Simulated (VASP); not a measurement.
# BN (Cm) in VASP: further runs

The runs below take BN through single point, with PBE+D3(BJ).

All numbers are computed with VASP 6.6.1; they aren't measurements. Logs are shortened: lines on timing, memory, paths and dates and some standing lists are left out, and cuts for length are marked.

**1. The cell of the first run**

The structure is monoclinic, space group Cm (No. 8). Conventional cell: a = 4.346 Å, b = 2.506 Å, c = 3.733 Å, α = 90.00°, β = 118.44°, γ = 90.00°. Within 1.9 Å of B (site symmetry m) lie 3 N at 1.45 Å. Within 1.9 Å of N (site symmetry m) lie 3 B at 1.45 Å.

**2. Single point, PBE+D3(BJ) (strain -0.1000 x Voigt [0, 0, 0, 1, 0, 0])**

INCAR reads:

```
ALGO = Normal ; EDIFF = 1E-6
ENCUT = 520 ; GGA = PE
ISIF = 2 ; ISMEAR = 0
IVDW = 12 ; LASPH = True
LCHARG = False ; LREAL = False
LWAVE = False ; NBANDS = 11
NELM = 100 ; PREC = Accurate
SIGMA = 0.05
```

KPOINTS reads:

```
k-points
0
Gamma
  12 12 12
```

POSCAR reads:

```
BN
1.0
    1.2530568997      0.5587085117      3.2587118955
   -1.2530568997      0.5587085117      3.2587118955
    0.0000000000     -1.6116497033      3.3672298062
B N
1 1
Direct
    0.9996975446      0.9996975446      0.9996975446
    0.3327354554      0.3327354554      0.3327354554
```

Potentials or basis: VASP PAW PBE potentials, release 64 (B, N).

The run is started by

```bash
> cat potpaw_PBE.64/B/POTCAR potpaw_PBE.64/N/POTCAR > POTCAR
> mpirun -np 1 vasp_std > vasp.out
```

OUTCAR:

```text
EDIFF = 1E-6
   ENCUT = 520
   GGA = PE
   ISIF = 2
   ISMEAR = 0
   IVDW = 12
   LASPH = True
   LREAL = False
   NELM = 100
   PREC = Accurate
 IVDW          = 12

 ion  position               nearest neighbor table
   1  1.000  1.000  1.000-   2 1.45   2 1.45   2 1.45
   2  0.333  0.333  0.333-   1 1.45   1 1.45   1 1.45

  LATTYP: Found a base centered monoclinic cell.
 ALAT       =     4.3461389386
 B/A-ratio  =     0.5766299317
 C/A-ratio  =     0.8589344666
 COS(beta)  =    -0.4762301717

  Lattice vectors:

 A1 = (   1.2530568997,   2.1703582150,  -0.1085179107)
 A2 = (  -1.2530568997,   2.1703582150,  -0.1085179107)
 A3 = (   0.0000000000,  -1.6116497033,   3.3672298062)

Analysis of symmetry for initial positions (statically):
=====================================================================
 Subroutine PRICEL returns:
 Original cell was already a primitive cell.

 Routine SETGRP: Setting up the symmetry group for a
 base centered monoclinic supercell.

 Subroutine GETGRP returns: Found  2 space group operations
 (whereof  2 operations were pure point group operations)
 out of a pool of  4 trial point group operations.

The static configuration has the point symmetry C_1h.

Analysis of symmetry for dynamics (positions and initial velocities):
=====================================================================
 Subroutine PRICEL returns:
 Original cell was already a primitive cell.

 Routine SETGRP: Setting up the symmetry group for a
 base centered monoclinic supercell.

 Subroutine GETGRP returns: Found  2 space group operations
 (whereof  2 operations were pure point group operations)
 out of a pool of  4 trial point group operations.

The dynamic configuration has the point symmetry C_1h.

 Subroutine INISYM returns: Found  2 space group operations
 (whereof  2 operations are pure point group operations),
 and found     1 'primitive' translations

----------------------------------------------------------------------------------------

                                     Primitive cell

  volume of cell :      17.8766

  direct lattice vectors                    reciprocal lattice vectors
     1.253056900  0.558708512  3.258711895     0.399024178  0.236025126  0.112968180
    -1.253056900  0.558708512  3.258711895    -0.399024178  0.236025126  0.112968180
     0.000000000 -1.611649703  3.367229806     0.000000000 -0.456837180  0.078325065

  length of vectors
     3.535747448  3.535747448  3.733048531     0.477168696  0.477168696  0.463502994

  position of ions in fractional coordinates (direct lattice)
     0.999697545  0.999697545  0.999697545
     0.332735455  0.332735455  0.332735455

  ion indices of the primitive-cell ions
   primitive index   ion index
                 1           1
                 2           2

----------------------------------------------------------------------------------------

 KPOINTS: k-points

Automatic generation of k-mesh.
 Grid dimensions read from file:
 generate k-points for:   12   12   12

 Generating k-lattice:

  Cartesian coordinates                     Fractional coordinates (reciprocal lattice)
     0.033252015  0.019668760  0.009414015     0.083333333  0.000000000  0.000000000
    -0.033252015  0.019668760  0.009414015     0.000000000  0.083333333  0.000000000
     0.000000000 -0.038069765  0.006527089     0.000000000  0.000000000  0.083333333

  Length of vectors
     0.039764058  0.039764058  0.038625249

  Shift w.r.t. Gamma in fractional coordinates (k-lattice)
     0.000000000  0.000000000  0.000000000

 Subroutine IBZKPT returns following result:
 ===========================================

 Found    476 irreducible k-points:

 Following reciprocal coordinates:
            Coordinates               Weight
  0.000000  0.000000  0.000000      1.000000
  0.083333 -0.000000 -0.000000      4.000000
  0.166667 -0.000000 -0.000000      4.000000
  0.250000  0.000000 -0.000000      4.000000
  0.333333  0.000000 -0.000000      4.000000
  0.416667  0.000000 -0.000000      4.000000
[... 16 lines left out ...]
  0.500000  0.166667 -0.000000      4.000000
 -0.416667  0.166667  0.000000      4.000000
 [... further k-points ...]
   k-points           NKPTS =    476   k-points in BZ     NKDIM =    476   number of bands    NBANDS=     11
   number of dos      NEDOS =    301   number of ions     NIONS =      2
   total plane-waves  NPLWV =  21952
   dimension x,y,z NGX =    28 NGY =   28 NGZ =   28
   dimension x,y,z NGXF=    56 NGYF=   56 NGZF=   56
   ions per type =               1   1
   NGX,Y,Z   is equivalent  to a cutoff of  13.17, 13.17, 12.47 a.u.
   NGXF,Y,Z  is equivalent  to a cutoff of  26.33, 26.33, 24.94 a.u.
 SYSTEM =  unknown system
   PREC   = accura    normal or accurate (medium, high low for compatibility)
   ISTART =      0    job   : 0-new  1-cont  2-samecut
   ICHARG =      2    charge: 1-file 2-atom 10-const
   ISPIN  =      1    spin polarized calculation?
   LNONCOLLINEAR =      F non collinear calculations
   LSORBIT =      F    spin-orbit coupling
   LASPH  =      T    aspherical Exc in radial PAW
   ENCUT  =  520.0 eV  38.22 Ry    6.18 a.u.   6.57  6.57  6.94*2*pi/ulx,y,z
   NELM   =    100;   NELMIN=  2; NELMDL= -5     # of ELM steps
   EDIFF  = 0.1E-05   stopping-criterion for ELM
   LREAL  =      F    real-space projection
   EDIFFG = 0.1E-04   stopping-criterion for IOM
   NSW    =      0    number of steps for IOM
   IBRION =     -1    ionic relax: 0-MD 1-quasi-New 2-CG
   NFREE  =      0    steps in history (QN), initial steepest desc. (CG)
   ISIF   =      2    stress and relaxation
   ISYM   =      2    0-nonsym 1-usesym 2-fastsym
   POTIM  = 0.5000    time-step for ionic-motion
   TEBEG  =    0.0;   TEEND  =   0.0 temperature during run
   PSTRESS=    0.0 pullay stress
   NELECT =       8.0000    total number of electrons
   NUPDOWN=      -1.0000    fix difference up-down
   EMIN   =  10.00;   EMAX   =-10.00  energy-range for DOS
   EFERMI =   0.00;   METHOD = LEGACY
   ISMEAR =     0;   SIGMA  =   0.05  broadening in eV -4-tet -1-fermi 0-gaus
   EFERMI_NEDOS =   21; number of points for ismear=-14 and -15
   IALGO  =     38    algorithm
   IMIX   =      4    mixing-type and parameters
     AMIX     =   0.40;   BMIX     =  1.00
     AMIX_MAG =   1.60;   BMIX_MAG =  1.00
  volume/ion in A,a.u.               =       8.94        60.32
  Fermi-wavevector in a.u.,A,eV,Ry     =   1.252208  2.366330 21.334265  1.568024
  Thomas-Fermi vector in A             =   2.386119
   LORBIT       =      0    0 simple, 1 ext, 2 COOP (PROOUT), +10 PAW based schemes
   GGA     = PE    functional components
   LHFCALC =     F    Hartree Fock is set to
   AEXX    =    0.0000 exact exchange contribution
   IVDW    =    12    specifies the selected vdW correction
   LEPSILON=     F    determine dielectric tensor
   LRPA    =     F    only Hartree local field effects (RPA)
 non-spin polarized calculation
 Gauss-broadening in eV      SIGMA  =   0.05
  energy-cutoff  :      520.00
  volume of cell :       17.88
 maximum number of plane-waves:       497
 NGX is ok and might be reduce to    28
   NGX = 13   NGY = 13   NGZ = 13

 number of electron       8.0000000 magnetization

 Free energy of the ion-electron system (eV)
  ---------------------------------------------------
  ext. energy  EPLUGINS =         0.00000000
  ---------------------------------------------------
  free energy    TOTEN  =       -17.57187272 eV

  energy without entropy =      -17.57187272  energy(sigma->0) =      -17.57187272

 E-fermi :   2.7363     XC(G=0): -10.1453

 val. band max:        2.4416669132   @ k =  -0.1667   0.0833   0.4167
 cond. band min:       6.1884311622   @ k =   0.5000   0.5000  -0.0000
 fundamental gap:      3.7467642491
 Fermi energy:         2.7362913446

 k-point     1 :       0.0000    0.0000    0.0000
  band No.  band energies     occupation
      1     -15.4422      2.00000
      2      -1.6620      2.00000
      3       1.0247      2.00000
      4       1.0447      2.00000
      5       7.6555      0.00000
      6      13.8976      0.00000
      7      14.0094      0.00000
      8      15.4607      0.00000
      9      17.0890      0.00000
     10      28.1031      0.00000
     11      30.6815      0.00000

 k-point     2 :       0.0833   -0.0000   -0.0000
  band No.  band energies     occupation
      1     -15.3030      2.00000
      2      -1.5300      2.00000
      3       0.4762      2.00000
      4       0.7742      2.00000
      5       7.9600      0.00000
      6      13.8994      0.00000
      7      14.5201      0.00000
      8      14.9664      0.00000
      9      17.5328      0.00000
     10      28.1460      0.00000
     11      28.5351      0.00000

 k-point     3 :       0.1667   -0.0000   -0.0000
  band No.  band energies     occupation
      1     -14.8932      2.00000
      2      -1.1612      2.00000
      3      -0.9106      2.00000
      4       0.1512      2.00000
      5       8.7492      0.00000
      6      13.6191      0.00000
      7      13.8035      0.00000
      8      16.1209      0.00000
      9      18.6117      0.00000
     10      25.2871      0.00000
     11      27.9940      0.00000
[... 267 lines left out ...]
 k-point    23 :       0.5000    0.1667   -0.0000
  band No.  band energies     occupation
      1     -12.2937      2.00000
      2      -5.7245      2.00000
      3      -2.8956      2.00000
      4       1.2181      2.00000
      5       7.9186      0.00000
      6      14.1325      0.00000
      7      15.7829      0.00000
      8      17.5930      0.00000
      9      20.3656      0.00000
     10      22.9609      0.00000
     11      25.4308      0.00000

 k-point    24 :      -0.4167    0.1667    0.0000
  band No.  band energies     occupation
      1     -11.9770      2.00000
      2      -6.2245      2.00000
      3      -3.0584      2.00000
      4       1.8979      2.00000
      5       7.2846      0.00000
      6      13.9152      0.00000
      7      15.8856      0.00000
      8      16.9665      0.00000
      9      20.8961      0.00000
     10      23.4110      0.00000
     11      25.3305      0.00000

 [... further k-points ...]

------------------------ aborting loop because EDIFF is reached ----------------------------------------

 Edisp (eV)   -0.28553

 E8    (eV) :    -0.0838

  FORCE on cell =-STRESS in cart. coord.  units (eV):
  Direction    XX          YY          ZZ          XY          YZ          ZX
  --------------------------------------------------------------------------------------
  -------------------------------------------------------------------------------------
  Total       0.02913    -0.14839     0.01651     0.00000     0.04038     0.00000
  in kB       2.61038   -13.29943     1.48000     0.00000     3.61901     0.00000
  external pressure =       -3.07 kB  Pullay stress =        0.00 kB

 VOLUME and BASIS-vectors are now :
 -----------------------------------------------------------------------------
  energy-cutoff  :      520.00
  volume of cell :       17.88
      direct lattice vectors                 reciprocal lattice vectors
     1.253056900  0.558708512  3.258711895     0.399024178  0.236025126  0.112968180
    -1.253056900  0.558708512  3.258711895    -0.399024178  0.236025126  0.112968180
     0.000000000 -1.611649703  3.367229806     0.000000000 -0.456837180  0.078325065

 POSITION                                       TOTAL-FORCE (eV/Angst)
 -----------------------------------------------------------------------------------
      0.00000     -0.49408      9.88166         0.000000      0.015092     -0.007822
      0.00000     -0.16445      3.28897         0.000000     -0.015092      0.007822
 -----------------------------------------------------------------------------------
    total drift:                                0.000000     -0.000055      0.000108

  FREE ENERGIE OF THE ION-ELECTRON SYSTEM (eV)
  ---------------------------------------------------
  free  energy   TOTEN  =       -17.8573980140 eV

  energy  without entropy=      -17.8573980140  energy(sigma->0) =      -17.85739801
```

It took 76 s on 1 thread of Intel Xeon Platinum 8559C (Emerald Rapids), shared host; peak memory 0.23 GiB.

Results:

| Quantity | Value |
| --- | --- |
| Free energy | -17.8574 eV |
| Pressure | -0.3 GPa |
| Largest force | 0.017 eV/Å |
| Band gap on the k mesh | 3.75 eV, indirect (least direct gap 4.57 eV) |
| Dispersion energy per atom | -0.143 eV |

Forces on the atoms (eV/Å):
```
B    0.000  0.015 -0.008
N    0.000 -0.015  0.008
```

Stress tensor (GPa, compression positive):
```
 0.26  0.00  0.00
 0.00 -1.33  0.36
 0.00  0.36  0.15
```

Caveat: the cell differs from its parent crystal (strain -0.1000 x Voigt [0, 0, 0, 1, 0, 0]). A k mesh can miss the band edges.

**3. Single point, PBE+D3(BJ) (strain +0.0750 x Voigt [0, 0, 0, 1, 0, 0])**

INCAR reads:

```
SYSTEM = BN
PREC = Accurate ; ENCUT = 520
EDIFF = 1E-7 ; ISMEAR = 0
SIGMA = 0.05 ; LREAL = .FALSE.
LASPH = .TRUE. ; NELM = 100
ALGO = Normal ; ISIF = 2
LWAVE = .FALSE. ; LCHARG = .TRUE.
GGA = PE ; IVDW = 12
LELF = .TRUE. ; LVHAR = .TRUE.
NBANDS = 11
```

KPOINTS reads:

```
regular mesh
0
G
  12 12 12
  0 0 0
```

POSCAR reads:

```
BN
1.0
    1.2530568997      0.8470109083      3.3220140101
   -1.2530568997      0.8470109083      3.3220140101
    0.0000000000     -1.3233473067      3.2406255770
B N
1 1
Direct
    0.9996975446      0.9996975446      0.9996975446
    0.3327354554      0.3327354554      0.3327354554
```

Potentials or basis: VASP PAW PBE potentials, release 64 (B, N).

The run is started by

```bash
> cat potpaw_PBE.64/B/POTCAR potpaw_PBE.64/N/POTCAR > POTCAR
> mpirun -np 1 vasp_std > vasp.out
```

Run time: 87 s. Hardware: 1 thread of Intel Xeon Platinum 8559C (Emerald Rapids), shared host; peak memory 0.24 GiB.

It converged, with:

| Property | Result |
| --- | --- |
| Free energy | -17.8577 eV |
| Pressure | -0.1 GPa |
| Largest force | 0.007 eV/Å |
| Band gap on the k mesh | 3.93 eV, indirect (least direct gap 4.54 eV) |
| Dispersion energy per atom | -0.143 eV |

Forces on the atoms (eV/Å):
```
B    0.000  0.007 -0.003
N    0.000 -0.007  0.003
```

Stress tensor (GPa, compression positive):
```
-0.20  0.00  0.00
 0.00 -0.27 -0.50
 0.00 -0.50  0.06
```

Levels at points of the mesh, in eV from the valence-band top:
| k point | band 1 | band 2 | band 3 | band 4 | band 5 | band 6 | band 7 | band 8 | band 9 |
| --- | --- | --- | --- | --- | --- | --- | --- | --- | --- |
| (0.00, 0.00, 0.00) | -17.90 | -4.13 | -1.42 | -1.41 | 5.20 | 11.49 | 11.53 | 13.02 | 14.64 |
| (0.50, 0.00, 0.00) | -14.71 | -9.06 | -4.19 | -0.57 | 5.43 | 9.67 | 12.88 | 14.82 | 20.04 |
| (0.50, 0.50, 0.00) | -14.65 | -8.95 | -4.24 | -1.12 | 4.45 | 9.64 | 13.88 | 16.87 | 20.62 |
| (0.00, 0.00, 0.50) | -14.68 | -9.00 | -4.17 | -0.91 | 4.72 | 9.97 | 13.41 | 15.88 | 20.19 |
| (0.50, 0.00, 0.50) | -14.60 | -8.87 | -4.25 | -1.43 | 3.93 | 9.77 | 14.45 | 18.18 | 20.50 |
| (0.50, 0.50, 0.50) | -17.58 | -6.34 | -1.44 | -1.42 | 10.24 | 11.41 | 11.46 | 12.19 | 16.57 |

Caveat: the cell differs from its parent crystal (strain +0.0750 x Voigt [0, 0, 0, 1, 0, 0]).
